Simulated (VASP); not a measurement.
# AlW (Imma) in VASP: further runs

The runs below take AlW through single point, relaxation of cell and atoms, with LDA.

Program: VASP 6.6.1. These are calculated values, not measurements. Logs are shortened: lines on timing, memory, paths and dates and some standing lists are left out, and cuts for length are marked.

### Step 1. The cell of the first run

It takes space group Imma (No. 74, orthorhombic). The conventional cell has a = 5.617 Å, b = 7.571 Å, c = 5.578 Å, α = 90.00°, β = 90.00°, γ = 90.00°. Within 3.6 Å of W (site symmetry 2/m) lie 4 W at 2.74 Å and 8 Al at 2.74 to 2.81 Å. Within 3.6 Å of W (site symmetry 2/m) lie 6 W at 2.74 to 2.81 Å and 6 Al at 2.74 to 2.79 Å. Within 3.6 Å of Al (site symmetry 2/m) lie 8 W at 2.74 to 2.81 Å and 4 Al at 2.74 Å. Al (site symmetry 2/m) has 6 W at 2.74 to 2.79 Å and 6 Al at 2.74 to 2.81 Å within 3.6 Å.

### Step 2. Single point, LDA

INCAR

```
SYSTEM = AlW
PREC = Accurate
ENCUT = 520
EDIFF = 1E-7
ISMEAR = -1
SIGMA = 0.1
LREAL = .False.
LASPH = .True.
NELM = 100
ALGO = Normal
ISIF = 2
LWAVE = .False.
LCHARG = .False.
GGA = CA
NBANDS = 44
```

KPOINTS

```
regular mesh
0
Gamma
  5 5 5
  0 0 0
```

POSCAR

```
AlW
1.0
    0.0140605281      3.9580566511      3.7855864933
    3.9580566511      0.0140605281      3.7855864933
    3.9721171792      3.9721171792      0.0000000000
W Al
4 4
Direct
    0.0000000000      0.0000000000      0.0000000000
    0.0000000000      0.5000000000      0.0000000000
    0.0000000000      0.5000000000      0.5000000000
    0.5000000000      0.5000000000      0.5000000000
    0.0000000000      0.0000000000      0.5000000000
    0.5000000000      0.0000000000      0.0000000000
    0.5000000000      0.0000000000      0.5000000000
    0.5000000000      0.5000000000      0.0000000000
```

Potentials or basis: VASP PAW LDA potentials, release 64 (W_sv, Al).

Command:

```sh
cat potpaw_LDA.64/W_sv/POTCAR potpaw_LDA.64/Al/POTCAR > POTCAR
mpirun -np 1 vasp_std > vasp.out
```

OUTCAR:

```text
SYSTEM = AlW
   PREC = Accurate
   ENCUT = 520
   EDIFF = 1E-7
   ISMEAR = -1
   LREAL = .False.
   LASPH = .True.
   NELM = 100
   ISIF = 2
   GGA = CA

 ion  position               nearest neighbor table
   1  0.000  0.000  0.000-   2 2.74   6 2.74   3 2.74   7 2.74   2 2.74   3 2.74   6 2.74   7 2.74
                             8 2.79   8 2.79   5 2.81   5 2.81
   2  0.000  0.500  0.000-   1 2.74   8 2.74   4 2.74   5 2.74   1 2.74   5 2.74   4 2.74   8 2.74
                             6 2.79   6 2.79   3 2.81   3 2.81
   3  0.000  0.500  0.500-   4 2.74   5 2.74   1 2.74   8 2.74   1 2.74   5 2.74   4 2.74   8 2.74
                             7 2.79   7 2.79   2 2.81   2 2.81
   4  0.500  0.500  0.500-   3 2.74   7 2.74   2 2.74   6 2.74   6 2.74   7 2.74   2 2.74   3 2.74
                             5 2.79   5 2.79   8 2.81   8 2.81
   5  0.000  0.000  0.500-   3 2.74   7 2.74   2 2.74   6 2.74   2 2.74   3 2.74   6 2.74   7 2.74
                             4 2.79   4 2.79   1 2.81   1 2.81
   6  0.500  0.000  0.000-   1 2.74   8 2.74   4 2.74   5 2.74   4 2.74   8 2.74   1 2.74   5 2.74
                             2 2.79   2 2.79   7 2.81   7 2.81
   7  0.500  0.000  0.500-   4 2.74   5 2.74   1 2.74   8 2.74   4 2.74   8 2.74   1 2.74   5 2.74
                             3 2.79   3 2.79   6 2.81   6 2.81
   8  0.500  0.500  0.000-   2 2.74   6 2.74   3 2.74   7 2.74   6 2.74   7 2.74   2 2.74   3 2.74
                             1 2.79   1 2.79   4 2.81   4 2.81

  LATTYP: Found a body centered orthorhombic cell.
 ALAT       =     5.5776528071
 B/A-ratio  =     1.0071300923
 C/A-ratio  =     1.3574120241

  Lattice vectors:

 A1 = (   3.9580566511,   0.0140605281,  -3.7855864933)
 A2 = (  -3.9580566511,  -0.0140605281,  -3.7855864933)
 A3 = (   0.0140605281,   3.9580566511,   3.7855864933)

Analysis of symmetry for initial positions (statically):
=====================================================================
 Subroutine PRICEL returns:
 Original cell was already a primitive cell.

 Routine SETGRP: Setting up the symmetry group for a
 body centered orthorhombic supercell.

 Subroutine GETGRP returns: Found  8 space group operations
 (whereof  4 operations were pure point group operations)
 out of a pool of  8 trial point group operations.

The static configuration has the point symmetry C_2h.
 The point group associated with its full space group is D_2h.

Analysis of symmetry for dynamics (positions and initial velocities):
=====================================================================
 Subroutine PRICEL returns:
 Original cell was already a primitive cell.

 Routine SETGRP: Setting up the symmetry group for a
 body centered orthorhombic supercell.

 Subroutine GETGRP returns: Found  8 space group operations
 (whereof  4 operations were pure point group operations)
 out of a pool of  8 trial point group operations.

The dynamic configuration has the point symmetry C_2h.
 The point group associated with its full space group is D_2h.

 Subroutine INISYM returns: Found  8 space group operations
 (whereof  4 operations are pure point group operations),
 and found     1 'primitive' translations

----------------------------------------------------------------------------------------

                                     Primitive cell

  volume of cell :     118.6101

  direct lattice vectors                    reciprocal lattice vectors
     0.014060528  3.958056651  3.785586493    -0.126774972  0.126774972  0.132079930
     3.958056651  0.014060528  3.785586493     0.126774972 -0.126774972  0.132079930
     3.972117179  3.972117179  0.000000000     0.125877455  0.125877455 -0.132079930

  length of vectors
     5.476958577  5.476958577  5.617421986     0.222685642  0.222685642  0.221665007

  position of ions in fractional coordinates (direct lattice)
     0.000000000  0.000000000  0.000000000
     0.000000000  0.500000000  0.000000000
     0.000000000  0.500000000  0.500000000
     0.500000000  0.500000000  0.500000000
     0.000000000  0.000000000  0.500000000
     0.500000000  0.000000000  0.000000000
     0.500000000  0.000000000  0.500000000
     0.500000000  0.500000000  0.000000000

  ion indices of the primitive-cell ions
   primitive index   ion index
                 1           1
                 2           2
                 3           3
                 4           4
                 5           5
                 6           6
                 7           7
                 8           8

----------------------------------------------------------------------------------------

 KPOINTS: regular mesh

Automatic generation of k-mesh.
 Grid dimensions read from file:
 generate k-points for:    5    5    5

 Generating k-lattice:

  Cartesian coordinates                     Fractional coordinates (reciprocal lattice)
    -0.025354994  0.025354994  0.026415986     0.200000000 -0.000000000  0.000000000
     0.025354994 -0.025354994  0.026415986    -0.000000000  0.200000000  0.000000000
     0.025175491  0.025175491 -0.026415986     0.000000000  0.000000000  0.200000000

  Length of vectors
     0.044537128  0.044537128  0.044333001

  Shift w.r.t. Gamma in fractional coordinates (k-lattice)
     0.000000000  0.000000000  0.000000000

 Subroutine IBZKPT returns following result:
 ===========================================

 Found     27 irreducible k-points:

 Following reciprocal coordinates:
            Coordinates               Weight
  0.000000  0.000000  0.000000      1.000000
  0.200000  0.000000  0.000000      4.000000
  0.400000  0.000000  0.000000      4.000000
  0.200000  0.200000  0.000000      2.000000
  0.400000  0.200000  0.000000      4.000000
 -0.400000  0.200000  0.000000      4.000000
[... 16 lines left out ...]
 -0.200000 -0.000000  0.400000      8.000000
  0.200000  0.200000  0.400000      2.000000
 [... further k-points ...]
   k-points           NKPTS =     27   k-points in BZ     NKDIM =     27   number of bands    NBANDS=     44
   number of dos      NEDOS =    301   number of ions     NIONS =      8
   total plane-waves  NPLWV =  74088
   dimension x,y,z NGX =    42 NGY =   42 NGZ =   42
   dimension x,y,z NGXF=    84 NGYF=   84 NGZF=   84
   ions per type =               4   4
   NGX,Y,Z   is equivalent  to a cutoff of  12.75, 12.75, 12.43 a.u.
   NGXF,Y,Z  is equivalent  to a cutoff of  25.50, 25.50, 24.86 a.u.
 SYSTEM =  AlW
   PREC   = accura    normal or accurate (medium, high low for compatibility)
   ISTART =      0    job   : 0-new  1-cont  2-samecut
   ICHARG =      2    charge: 1-file 2-atom 10-const
   ISPIN  =      1    spin polarized calculation?
   LNONCOLLINEAR =      F non collinear calculations
   LSORBIT =      F    spin-orbit coupling
   LASPH  =      T    aspherical Exc in radial PAW
   ENCUT  =  520.0 eV  38.22 Ry    6.18 a.u.  10.18 10.18 10.44*2*pi/ulx,y,z
   NELM   =    100;   NELMIN=  2; NELMDL= -5     # of ELM steps
   EDIFF  = 0.1E-06   stopping-criterion for ELM
   LREAL  =      F    real-space projection
   EDIFFG = 0.1E-05   stopping-criterion for IOM
   NSW    =      0    number of steps for IOM
   IBRION =     -1    ionic relax: 0-MD 1-quasi-New 2-CG
   NFREE  =      0    steps in history (QN), initial steepest desc. (CG)
   ISIF   =      2    stress and relaxation
   ISYM   =      2    0-nonsym 1-usesym 2-fastsym
   POTIM  = 0.5000    time-step for ionic-motion
   TEBEG  =    0.0;   TEEND  =   0.0 temperature during run
   PSTRESS=    0.0 pullay stress
   NELECT =      68.0000    total number of electrons
   NUPDOWN=      -1.0000    fix difference up-down
   EMIN   =  10.00;   EMAX   =-10.00  energy-range for DOS
   EFERMI =   0.00;   METHOD = LEGACY
   ISMEAR =    -1;   SIGMA  =   0.10  broadening in eV -4-tet -1-fermi 0-gaus
   EFERMI_NEDOS =   21; number of points for ismear=-14 and -15
   IALGO  =     38    algorithm
   IMIX   =      4    mixing-type and parameters
     AMIX     =   0.40;   BMIX     =  1.00
     AMIX_MAG =   1.60;   BMIX_MAG =  1.00
  volume/ion in A,a.u.               =      14.83       100.05
  Fermi-wavevector in a.u.,A,eV,Ry     =   1.359995  2.570017 25.165142  1.849586
  Thomas-Fermi vector in A             =   2.486695
   LORBIT       =      0    0 simple, 1 ext, 2 COOP (PROOUT), +10 PAW based schemes
   GGA     = CA    functional components
   LHFCALC =     F    Hartree Fock is set to
   AEXX    =    0.0000 exact exchange contribution
   IVDW    =     0    specifies the selected vdW correction
   LEPSILON=     F    determine dielectric tensor
   LRPA    =     F    only Hartree local field effects (RPA)
 non-spin polarized calculation
  energy-cutoff  :      520.00
  volume of cell :      118.61
 maximum number of plane-waves:      3210
 NGX is ok and might be reduce to    42
   NGX = 21   NGY = 21   NGZ = 21

 number of electron      68.0000008 magnetization

 Free energy of the ion-electron system (eV)
  ---------------------------------------------------
  ext. energy  EPLUGINS =         0.00000000
  ---------------------------------------------------
  free energy    TOTEN  =       -72.75196169 eV

  energy without entropy =      -72.63218166  energy(sigma->0) =      -72.69207168

 E-fermi :  10.4249     XC(G=0): -12.5100

 val. band max:       10.3389617494   @ k =  -0.4000  -0.0000   0.2000
 cond. band min:      10.4466734059   @ k =  -0.2000   0.4000   0.2000
 fundamental gap:      0.1077116565
 Fermi energy:        10.4249181465

 k-point     1 :       0.0000    0.0000    0.0000
  band No.  band energies     occupation
      1     -63.0540      2.00000
      2     -63.0230      2.00000
      3     -62.8976      2.00000
      4     -62.8827      2.00000
      5     -28.1700      2.00000
      6     -28.0160      2.00000
[... 36 lines left out ...]
     43      14.2338      0.00000
     44      14.7785      0.00000

 k-point     2 :       0.2000    0.0000    0.0000
  band No.  band energies     occupation
      1     -63.0496      2.00000
      2     -63.0231      2.00000
      3     -62.9019      2.00000
      4     -62.8827      2.00000
      5     -28.1329      2.00000
      6     -27.9563      2.00000
[... 1026 lines left out ...]
 k-point    24 :       0.2000    0.2000    0.4000
  band No.  band energies     occupation
      1     -63.0428      2.00000
      2     -63.0232      2.00000
      3     -62.8983      2.00000
      4     -62.8931      2.00000
      5     -27.9864      2.00000
      6     -27.9094      2.00000
[... 36 lines left out ...]
     43      14.1442      0.00000
     44      14.2967      0.00000

 [... further k-points ...]
[... 5 lines left out ...]
  --------------------------------------------------------------------------------------
  -------------------------------------------------------------------------------------
  Total        1.1106743      1.1106743      1.1718893      0.0646306     -0.0000000     -0.0000000
  in kB       15.0029129     15.0029129     15.8298019      0.8730257     -0.0000000     -0.0000000
  external PRESSURE =      15.2785425 kB  Pullay stress =       0.0000000 kB

 VOLUME and BASIS-vectors are now :
 -----------------------------------------------------------------------------
  energy-cutoff  :      520.00
  volume of cell :      118.61
      direct lattice vectors                 reciprocal lattice vectors
     0.014060528  3.958056651  3.785586493    -0.126774972  0.126774972  0.132079930
     3.958056651  0.014060528  3.785586493     0.126774972 -0.126774972  0.132079930
     3.972117179  3.972117179  0.000000000     0.125877455  0.125877455 -0.132079930

 POSITION                                       TOTAL-FORCE (eV/Angst)
 -----------------------------------------------------------------------------------
      0.00000      0.00000      0.00000         0.000000      0.000000      0.000000
      1.97903      0.00703      1.89279        -0.000000      0.000000      0.000000
      3.96509      1.99309      1.89279        -0.000000      0.000000     -0.000000
      3.97212      3.97212      3.78559        -0.000000     -0.000000      0.000000
      1.98606      1.98606      0.00000         0.000000      0.000000      0.000000
      0.00703      1.97903      1.89279        -0.000000      0.000000      0.000000
      1.99309      3.96509      1.89279        -0.000000      0.000000      0.000000
      1.98606      1.98606      3.78559        -0.000000      0.000000      0.000000
 -----------------------------------------------------------------------------------
    total drift:                               -0.000000      0.000000      0.000000

  FREE ENERGIE OF THE ION-ELECTRON SYSTEM (eV)
  ---------------------------------------------------
  free  energy   TOTEN  =       -72.7519616898 eV

  energy  without entropy=      -72.6321816606  energy(sigma->0) =      -72.69207168
```

Wall time 2.2 min (1 thread of Intel Xeon Platinum 8488C (Sapphire Rapids), shared host); peak memory 0.27 GiB.

What came out:

```yaml
Free_energy: -72.7520 eV
Pressure: 1.5 GPa
Band_gap_on_the_k_mesh: zero (band 34 reaches 11.09 eV, above the bottom of band 35 at 10.06 eV)
```

Levels at points of the mesh, in eV from the Fermi level:
```
           k point  band 32  band 33  band 34  band 35  band 36  band 37
(0.00, 0.00, 0.00)    -0.98    -0.25     0.34     0.34     0.55     0.79
```

Caveat: spin-orbit coupling is left out, which moves the levels of the heavy elements.

### Step 3. Relaxation of cell and atoms, LDA

INCAR

```
SYSTEM = AlW
PREC = Accurate ; ENCUT = 600
EDIFF = 1E-6 ; ISMEAR = -1
SIGMA = 0.1 ; LREAL = .False.
LASPH = .True. ; NELM = 100
ALGO = Normal ; ISIF = 3
LWAVE = .False. ; LCHARG = .False.
GGA = CA ; IBRION = 2
NSW = 80 ; EDIFFG = -0.02
```

KPOINTS

```
Automatic mesh
0
Gamma
  5 5 5
  0 0 0
```

POSCAR is that of step 2.

Potentials or basis: VASP PAW LDA potentials, release 64 (W_sv, Al).

Command:

```sh
cat potpaw_LDA.64/W_sv/POTCAR potpaw_LDA.64/Al/POTCAR > POTCAR
mpirun -np 1 vasp_std > vasp.out
```

It took 5.7 min on 1 thread of Intel Xeon Platinum 8488C (Sapphire Rapids), shared host; peak memory 0.32 GiB.

It converged, with:

| Quantity | Value |
| --- | --- |
| Free energy | -72.7568 eV |
| Relaxed volume | 14.93 Å³/atom |
| Relaxed cell | a = 5.490 Å, b = 5.490 Å, c = 5.631 Å, α = 59.15°, β = 59.15°, γ = 61.21° |
| Space group after relaxing (to 0.05 Å) | Imma (No. 74) |
| Energy gained by relaxing | 0.5 meV/atom |
| Ionic steps | 3 |
| Pressure after relaxing | 0.0 GPa |
| Band gap on the k mesh | zero (band 34 reaches 10.99 eV, above the bottom of band 35 at 9.97 eV) |

Step by step:
```tsv
step	energy change (eV)	largest force (eV/Å)	pressure (GPa)	volume (Å³)
1	0.0000	0.0000	1.56	118.61
2	0.0105	0.0000	-2.83	121.10
3	-0.0041	0.0000	-0.02	119.47
```

Final structure:
```
CELL_PARAMETERS angstrom
0.01461 3.96739 3.79498
3.96739 0.01461 3.79498
3.98200 3.98200 0.00000
ATOMIC_POSITIONS crystal
W 0.00000 0.00000 0.00000
W 0.00000 0.50000 0.00000
W 0.00000 0.50000 0.50000
W 0.50000 0.50000 0.50000
Al 0.00000 0.00000 0.50000
Al 0.50000 0.00000 0.00000
Al 0.50000 0.00000 0.50000
Al 0.50000 0.50000 0.00000
```

Levels at points of the mesh, in eV from the Fermi level:
```
           k point  band 31  band 32  band 33  band 34  band 35  band 36  band 37  band 38
(0.00, 0.00, 0.00)    -1.34    -0.98    -0.25     0.33     0.33     0.55     0.78     1.22
```

Caveat: spin-orbit coupling is left out, which moves the levels of the heavy elements.
